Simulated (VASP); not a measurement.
# Zn6GeH2O6 in VASP: a series of runs

The runs below take Zn6GeH2O6 through single point, with PBE+D3(BJ).

Program: VASP 6.6.1. These are calculated values, not measurements. Logs are shortened: lines on timing, memory, paths and dates and some standing lists are left out, and cuts for length are marked.

### Step 1. The cell of the first run

The cell holds a slab with vacuum, 15 atoms: a = 5.635 Å, b = 6.140 Å, c = 16.475 Å, α = 90.00°, β = 90.00°, γ = 117.31°.

### Step 2. Single point, PBE+D3(BJ)

INCAR

```
SYSTEM = Zn6GeH2O6
PREC = Accurate
ENCUT = 520
EDIFF = 1E-6
ISMEAR = -1
SIGMA = 0.05
LREAL = Auto
LASPH = .True.
NELM = 100
ALGO = Normal
ISIF = 2
LWAVE = .False.
LCHARG = .False.
GGA = PE
IVDW = 12
NBANDS = 75
```

KPOINTS

```
Automatic mesh
0
Gamma
  2 2 1
  0 0 0
```

POSCAR

```
Zn6GeH2O6
1.0
    5.6348810000      0.0000000000      0.0000000000
   -2.8174400000      5.4554530000      0.0000000000
    0.0000000000      0.0000000000     16.4747620000
Zn O Ge H
6 6 1 2
Direct
    0.3333333000      0.0000000000      0.0606989000
    0.3374258606      0.5140017560      0.0600034591
    0.7949707736      0.0128310966      0.1141957377
    0.9162434095      0.5734223634      0.1174628333
    0.3323552588      0.1293290584      0.2141659626
    0.1024719960      0.5243876402      0.2839977728
    0.1686287238      0.6887431957      0.0174301443
    0.1783484571      0.1955171962      0.1039845293
    0.6992272245      0.7080291996      0.0758208166
    0.6604528824      0.2285769611      0.1384787462
    0.1885418142      0.7779794758      0.2019720758
    0.3672852963      0.3883163804      0.2851427218
    0.6831935882      0.5017434707      0.3476996218
    0.5756062294      0.3576495133      0.4285424100
    0.7340292296      0.7696485153      0.3656987711
```

Potentials or basis: VASP PAW PBE potentials, release 64 (Zn, O, Ge_d, H).

Run with:

```sh
$ cat potpaw_PBE.64/Zn/POTCAR potpaw_PBE.64/O/POTCAR potpaw_PBE.64/Ge_d/POTCAR potpaw_PBE.64/H/POTCAR > POTCAR
$ mpirun -np 1 vasp_std > vasp.out
```

OUTCAR:

```text
SYSTEM = Zn6GeH2O6
   PREC = Accurate
   ENCUT = 520
   EDIFF = 1E-6
   ISMEAR = -1
   LREAL = Auto
   LASPH = .True.
   NELM = 100
   ISIF = 2
   GGA = PE
   IVDW = 12
 IVDW          = 12

 ion  position               nearest neighbor table
   1  0.333  0.000  0.061-   7 1.84   8 1.92  10 2.15   5 2.65   3 2.71   4 2.76   2 2.99
   2  0.337  0.514  0.060-   9 1.85   7 1.87   8 1.88   4 2.73   1 2.99
   3  0.795  0.013  0.114-   9 1.81  10 1.85   8 1.93   1 2.71
   4  0.916  0.573  0.117-   9 1.89  10 1.97  11 2.03   7 2.08   2 2.73   1 2.76   6 3.00
   5  0.332  0.129  0.214-  12 1.91  11 1.94  10 2.08   8 2.13   1 2.65
   6  0.102  0.524  0.284-  11 1.95  12 2.02  13 2.53   4 3.00
   7  0.169  0.689  0.017-   1 1.84   2 1.87   4 2.08
   8  0.178  0.196  0.104-   2 1.88   1 1.92   3 1.93   5 2.13
   9  0.699  0.708  0.076-   3 1.81   2 1.85   4 1.89
  10  0.660  0.229  0.138-   3 1.85   4 1.97   5 2.08   1 2.15
  11  0.189  0.778  0.202-   5 1.94   6 1.95   4 2.03
  12  0.367  0.388  0.285-  13 1.89   5 1.91   6 2.02
  13  0.683  0.502  0.348-  14 1.56  15 1.56  12 1.89   6 2.53
  14  0.576  0.358  0.429-  13 1.56
  15  0.734  0.770  0.366-  13 1.56

  LATTYP: Found a base centered orthorhombic cell.
 ALAT       =     5.6348810000
 B/A-ratio  =     1.9363152478
 C/A-ratio  =     2.9237107226

  Lattice vectors:

 A1 = (   2.8174400000,  -5.4554530000,   0.0000000000)
 A2 = (   2.8174410000,   5.4554530000,   0.0000000000)
 A3 = (   0.0000000000,   0.0000000000,  16.4747620000)

Analysis of symmetry for initial positions (statically):
=====================================================================
 Subroutine PRICEL returns:
 Original cell was already a primitive cell.

 Routine SETGRP: Setting up the symmetry group for a
 base centered orthorhombic supercell.

 Subroutine GETGRP returns: Found  1 space group operations
 (whereof  1 operations were pure point group operations)
 out of a pool of  8 trial point group operations.

The static configuration has the point symmetry C_1 .

Analysis of symmetry for dynamics (positions and initial velocities):
=====================================================================
 Subroutine PRICEL returns:
 Original cell was already a primitive cell.

 Routine SETGRP: Setting up the symmetry group for a
 base centered orthorhombic supercell.

 Subroutine GETGRP returns: Found  1 space group operations
 (whereof  1 operations were pure point group operations)
 out of a pool of  8 trial point group operations.

The dynamic configuration has the point symmetry C_1 .

 Subroutine INISYM returns: Found  1 space group operations
 (whereof  1 operations are pure point group operations),
 and found     1 'primitive' translations

----------------------------------------------------------------------------------------

                                     Primitive cell

  volume of cell :     506.4478

  direct lattice vectors                    reciprocal lattice vectors
     5.634881000  0.000000000  0.000000000     0.177466037  0.091651401  0.000000000
    -2.817440000  5.455453000  0.000000000     0.000000000  0.183302835  0.000000000
     0.000000000  0.000000000 16.474762000     0.000000000  0.000000000  0.060698904

  length of vectors
     5.634881000  6.140027328 16.474762000     0.199735259  0.183302835  0.060698904

  position of ions in fractional coordinates (direct lattice)
     0.333333300  0.000000000  0.060698900
     0.337425861  0.514001756  0.060003459
     0.794970774  0.012831097  0.114195738
     0.916243409  0.573422363  0.117462833
     0.332355259  0.129329058  0.214165963
     0.102471996  0.524387640  0.283997773
     0.168628724  0.688743196  0.017430144
     0.178348457  0.195517196  0.103984529
     0.699227224  0.708029200  0.075820817
     0.660452882  0.228576961  0.138478746
     0.188541814  0.777979476  0.201972076
     0.367285296  0.388316380  0.285142722
     0.683193588  0.501743471  0.347699622
     0.575606229  0.357649513  0.428542410
     0.734029230  0.769648515  0.365698771

  ion indices of the primitive-cell ions
   primitive index   ion index
                 1           1
                 2           2
                 3           3
                 4           4
                 5           5
                 6           6
                 7           7
                 8           8
                 9           9
                10          10
                11          11
                12          12
                13          13
                14          14
                15          15

----------------------------------------------------------------------------------------

 KPOINTS: Automatic mesh

Automatic generation of k-mesh.
 Grid dimensions read from file:
 generate k-points for:    2    2    1

 Generating k-lattice:

  Cartesian coordinates                     Fractional coordinates (reciprocal lattice)
     0.088733018  0.045825701  0.000000000     0.500000000  0.000000000  0.000000000
     0.000000000  0.091651417  0.000000000     0.000000000  0.500000000  0.000000000
     0.000000000  0.000000000  0.060698904     0.000000000  0.000000000  1.000000000

  Length of vectors
     0.099867629  0.091651417  0.060698904

  Shift w.r.t. Gamma in fractional coordinates (k-lattice)
     0.000000000  0.000000000  0.000000000

 Subroutine IBZKPT returns following result:
 ===========================================

 Found      4 irreducible k-points:

 Following reciprocal coordinates:
            Coordinates               Weight
  0.000000  0.000000  0.000000      1.000000
  0.500000  0.000000  0.000000      1.000000
  0.500000  0.500000  0.000000      1.000000
  0.000000  0.500000  0.000000      1.000000
   k-points           NKPTS =      4   k-points in BZ     NKDIM =      4   number of bands    NBANDS=     75
   number of dos      NEDOS =    301   number of ions     NIONS =     15
   total plane-waves  NPLWV = 254016
   dimension x,y,z NGX =    42 NGY =   48 NGZ =  126
   dimension x,y,z NGXF=    84 NGYF=   96 NGZF=  252
   ions per type =               6   6   1   2
   NGX,Y,Z   is equivalent  to a cutoff of  12.39, 13.00, 12.71 a.u.
   NGXF,Y,Z  is equivalent  to a cutoff of  24.78, 25.99, 25.43 a.u.
 SYSTEM =  Zn6GeH2O6
   PREC   = accura    normal or accurate (medium, high low for compatibility)
   ISTART =      0    job   : 0-new  1-cont  2-samecut
   ICHARG =      2    charge: 1-file 2-atom 10-const
   ISPIN  =      1    spin polarized calculation?
   LNONCOLLINEAR =      F non collinear calculations
   LSORBIT =      F    spin-orbit coupling
   LASPH  =      T    aspherical Exc in radial PAW
   ENCUT  =  520.0 eV  38.22 Ry    6.18 a.u.  10.48 11.42 30.63*2*pi/ulx,y,z
   NELM   =    100;   NELMIN=  2; NELMDL= -5     # of ELM steps
   EDIFF  = 0.1E-05   stopping-criterion for ELM
   LREAL  =      T    real-space projection
   EDIFFG = 0.1E-04   stopping-criterion for IOM
   NSW    =      0    number of steps for IOM
   IBRION =     -1    ionic relax: 0-MD 1-quasi-New 2-CG
   NFREE  =      0    steps in history (QN), initial steepest desc. (CG)
   ISIF   =      2    stress and relaxation
   ISYM   =      2    0-nonsym 1-usesym 2-fastsym
   POTIM  = 0.5000    time-step for ionic-motion
   TEBEG  =    0.0;   TEEND  =   0.0 temperature during run
   PSTRESS=    0.0 pullay stress
   NELECT =     124.0000    total number of electrons
   NUPDOWN=      -1.0000    fix difference up-down
   EMIN   =  10.00;   EMAX   =-10.00  energy-range for DOS
   EFERMI =   0.00;   METHOD = LEGACY
   ISMEAR =    -1;   SIGMA  =   0.05  broadening in eV -4-tet -1-fermi 0-gaus
   EFERMI_NEDOS =   21; number of points for ismear=-14 and -15
   IALGO  =     38    algorithm
   IMIX   =      4    mixing-type and parameters
     AMIX     =   0.40;   BMIX     =  1.00
     AMIX_MAG =   1.60;   BMIX_MAG =  1.00
  volume/ion in A,a.u.               =      33.76       227.85
  Fermi-wavevector in a.u.,A,eV,Ry     =   1.024166  1.935394 14.271377  1.048917
  Thomas-Fermi vector in A             =   2.157939
   LORBIT       =      0    0 simple, 1 ext, 2 COOP (PROOUT), +10 PAW based schemes
   GGA     = PE    functional components
   LHFCALC =     F    Hartree Fock is set to
   AEXX    =    0.0000 exact exchange contribution
   IVDW    =    12    specifies the selected vdW correction
   LEPSILON=     F    determine dielectric tensor
   LRPA    =     F    only Hartree local field effects (RPA)
 non-spin polarized calculation
  energy-cutoff  :      520.00
  volume of cell :      506.45
 maximum number of plane-waves:     13659
 NGX is ok and might be reduce to    42
   NGX = 21   NGY = 23   NGZ = 61

 number of electron     123.9999994 magnetization

 Free energy of the ion-electron system (eV)
  ---------------------------------------------------
  ext. energy  EPLUGINS =         0.00000000
  ---------------------------------------------------
  free energy    TOTEN  =       -60.01953018 eV

  energy without entropy =      -60.01952969  energy(sigma->0) =      -60.01952994

 E-fermi :  -2.3286     XC(G=0):  -4.6714

 val. band max:       -3.0599605164   @ k =   0.0000   0.0000   0.0000
 cond. band min:      -1.6137066955   @ k =   0.0000   0.0000   0.0000
 fundamental gap:      1.4462538208
 Fermi energy:        -2.3285927754

 k-point     1 :       0.0000    0.0000    0.0000
  band No.  band energies     occupation
      1     -26.5846      2.00000
      2     -26.4749      2.00000
      3     -26.4469      2.00000
      4     -26.3927      2.00000
      5     -26.3701      2.00000
      6     -21.3816      2.00000
[... 66 lines left out ...]
     73       3.2536      0.00000
     74       3.3629      0.00000

 k-point     2 :       0.5000    0.0000    0.0000
  band No.  band energies     occupation
      1     -26.5848      2.00000
      2     -26.4749      2.00000
      3     -26.4468      2.00000
      4     -26.3927      2.00000
      5     -26.3701      2.00000
      6     -21.1808      2.00000
[... 66 lines left out ...]
     73       3.5475      0.00000
     74       3.6298      0.00000

 k-point     3 :       0.5000    0.5000    0.0000
  band No.  band energies     occupation
      1     -26.5847      2.00000
      2     -26.4749      2.00000
      3     -26.4468      2.00000
      4     -26.3927      2.00000
      5     -26.3701      2.00000
      6     -21.1875      2.00000
[... 66 lines left out ...]
     73       3.2155      0.00000
     74       3.4879      0.00000

 k-point     4 :       0.0000    0.5000    0.0000
  band No.  band energies     occupation
      1     -26.5846      2.00000
      2     -26.4749      2.00000
      3     -26.4469      2.00000
      4     -26.3926      2.00000
      5     -26.3701      2.00000
      6     -21.2870      2.00000
[... 66 lines left out ...]
     73       3.3826      0.00000
     74       3.5234      0.00000
 [bands above 74 left out]

------------------------ aborting loop because EDIFF is reached ----------------------------------------

 Edisp (eV)   -1.79084

 E8    (eV) :    -0.7014

  FORCE on cell =-STRESS in cart. coord.  units (eV):
  Direction    XX          YY          ZZ          XY          YZ          ZX
  --------------------------------------------------------------------------------------
  -------------------------------------------------------------------------------------
  Total       4.27141     2.44486     0.32512    -1.20273     0.15001     0.04000
  in kB      13.51285     7.73447     1.02852    -3.80492     0.47458     0.12656
  external pressure =        7.43 kB  Pullay stress =        0.00 kB

 VOLUME and BASIS-vectors are now :
 -----------------------------------------------------------------------------
  energy-cutoff  :      520.00
  volume of cell :      506.45
      direct lattice vectors                 reciprocal lattice vectors
     5.634881000  0.000000000  0.000000000     0.177466037  0.091651401  0.000000000
    -2.817440000  5.455453000  0.000000000     0.000000000  0.183302835  0.000000000
     0.000000000  0.000000000 16.474762000     0.000000000  0.000000000  0.060698904

 POSITION                                       TOTAL-FORCE (eV/Angst)
 -----------------------------------------------------------------------------------
      1.87829      0.00000      1.00000         0.058089      0.062083     -0.005918
      0.45319      2.80411      0.98854         0.002692     -0.025463     -0.019670
      4.44341      0.07000      1.88135         0.031613      0.019571      0.020514
      3.54734      3.12828      1.93517         0.040379     -0.015782      0.019045
      1.50841      0.70555      3.52833        -0.005784     -0.002608      0.002570
     -0.90001      2.86077      4.67880        -0.028347     -0.026825      0.047509
     -0.99029      3.75741      0.28716        -0.063157     -0.063491     -0.126999
      0.45411      1.06663      1.71312        -0.027933      0.012792      0.030764
      1.94523      3.86262      1.24913         0.014322     -0.034060     -0.052000
      3.07757      1.24699      2.28140        -0.057338      0.036143      0.032139
     -1.12950      4.24423      3.32744         0.015312     -0.002125     -0.013732
      0.97555      2.11844      4.69766         0.004592      0.033584      0.048199
      2.43608      2.73724      5.72827        -0.002875      0.024803      0.058880
      2.23582      1.95114      7.06013         0.004243      0.021590     -0.032833
      1.96773      4.19878      6.02480         0.014192     -0.040214     -0.008467
 -----------------------------------------------------------------------------------
    total drift:                                0.004871      0.002971     -0.006043

  FREE ENERGIE OF THE ION-ELECTRON SYSTEM (eV)
  ---------------------------------------------------
  free  energy   TOTEN  =       -61.8103654413 eV

  energy  without entropy=      -61.8103649587  energy(sigma->0) =      -61.81036520
```

Run time: 6.9 min. Hardware: 1 thread of Intel Xeon Platinum 8259CL at 2.50GHz (Skylake/Cascade Lake), shared host; peak memory 0.59 GiB.

Results:

* Free energy: -61.8104 eV
* Largest force: 0.155 eV/Å
* Band gap on the k mesh: 1.45 eV, direct
* Dispersion energy per atom: -0.119 eV

Forces in eV/Å, atoms in the order of the input:
```
Zn   0.058  0.062 -0.006
Zn   0.003 -0.025 -0.020
Zn   0.032  0.020  0.021
Zn   0.040 -0.016  0.019
Zn  -0.006 -0.003  0.003
Zn  -0.028 -0.027  0.048
O   -0.063 -0.063 -0.127
O   -0.028  0.013  0.031
O    0.014 -0.034 -0.052
O   -0.057  0.036  0.032
O    0.015 -0.002 -0.014
O    0.005  0.034  0.048
Ge  -0.003  0.025  0.059
H    0.004  0.022 -0.033
H    0.014 -0.040 -0.008
```

Caveat: the k points lie up to 0.63 Å⁻¹ apart.

### Step 3. Single point, PBE+D3(BJ)

INCAR

```
PREC = Accurate
ENCUT = 520
EDIFF = 1E-6
ISMEAR = -1
SIGMA = 0.05
LREAL = Auto
LASPH = T
NELM = 60
ALGO = Normal
ISIF = 2
LWAVE = F
LCHARG = F
GGA = PE
IVDW = 12
NBANDS = 75
```

KPOINTS

```
Automatic mesh
0
Gamma
  2 2 1
```

POSCAR

```
Zn6GeH2O6
1.0
    5.6348810000      0.0000000000      0.0000000000
   -2.8174400000      5.4554530000      0.0000000000
    0.0000000000      0.0000000000     16.4747620000
Zn O Ge H
6 6 1 2
Direct
    0.3333333300      0.0000000000      0.0606989000
    0.3562572420      0.5200078082      0.0772012164
    0.8795874429      0.0474138872      0.1440808113
    0.9018567059      0.5422043885      0.1434183001
    0.3368100725      0.0362152667      0.2245965150
    0.4735583640      0.6620874132      0.2593042200
    0.1399284490      0.6660786589      0.0445369707
    0.1441320908      0.1829291807      0.0593696004
    0.6533439898      0.6864520426      0.1484245948
    0.6246194968      0.1842753137      0.1448850694
    0.1587275398      0.6862860561      0.2332292630
    0.0965879550      0.1625641116      0.2535545710
   -0.1504445919     -0.0236693178      0.3344006693
    0.0154909810     -0.0838138296      0.3974100964
   -0.2086000637      0.1778167954      0.3741044720
```

Potentials or basis: VASP PAW PBE potentials, release 64 (Zn, O, Ge_d, H).

Run with:

```sh
$ cat potpaw_PBE.64/Zn/POTCAR potpaw_PBE.64/O/POTCAR potpaw_PBE.64/Ge_d/POTCAR potpaw_PBE.64/H/POTCAR > POTCAR
$ mpirun -np 1 vasp_std > vasp.out
```

Run time: 7.1 min. Hardware: 1 thread of Intel Xeon Platinum 8259CL at 2.50GHz (Skylake/Cascade Lake), shared host; peak memory 0.59 GiB.

The run converged. Its results:

* Free energy: -62.2960 eV
* Largest force: 0.103 eV/Å
* Band gap on the k mesh: 1.62 eV, direct
* Dispersion energy per atom: -0.128 eV

Forces in eV/Å, atoms in the order of the input:
```
Zn   0.057  0.056 -0.016
Zn   0.031  0.013 -0.022
Zn   0.021 -0.013  0.009
Zn   0.014 -0.018  0.004
Zn   0.049  0.018  0.012
Zn   0.080 -0.028  0.054
O   -0.045 -0.062 -0.068
O   -0.053  0.004 -0.064
O   -0.006  0.007  0.016
O   -0.008  0.030 -0.019
O   -0.070 -0.060  0.033
O   -0.061  0.049  0.037
Ge   0.009  0.019  0.053
H   -0.032  0.009 -0.020
H    0.015 -0.025 -0.010
```

Levels at points of the mesh, in eV from the valence-band top:
| k point | band 59 | band 60 | band 61 | band 62 | band 63 | band 64 | band 65 | band 66 |
| --- | --- | --- | --- | --- | --- | --- | --- | --- |
| (0.00, 0.00, 0.00) | -0.59 | -0.52 | -0.22 | 0.00 | 1.62 | 3.43 | 3.75 | 4.16 |
| (0.50, 0.00, 0.00) | -0.78 | -0.53 | -0.30 | -0.19 | 2.77 | 3.44 | 3.90 | 4.15 |
| (0.50, 0.50, 0.00) | -0.78 | -0.76 | -0.49 | -0.30 | 2.93 | 3.59 | 3.94 | 4.28 |
| (0.00, 0.50, 0.00) | -0.79 | -0.68 | -0.53 | -0.13 | 2.61 | 3.42 | 3.79 | 4.10 |

Caveat: the k points lie up to 0.63 Å⁻¹ apart.
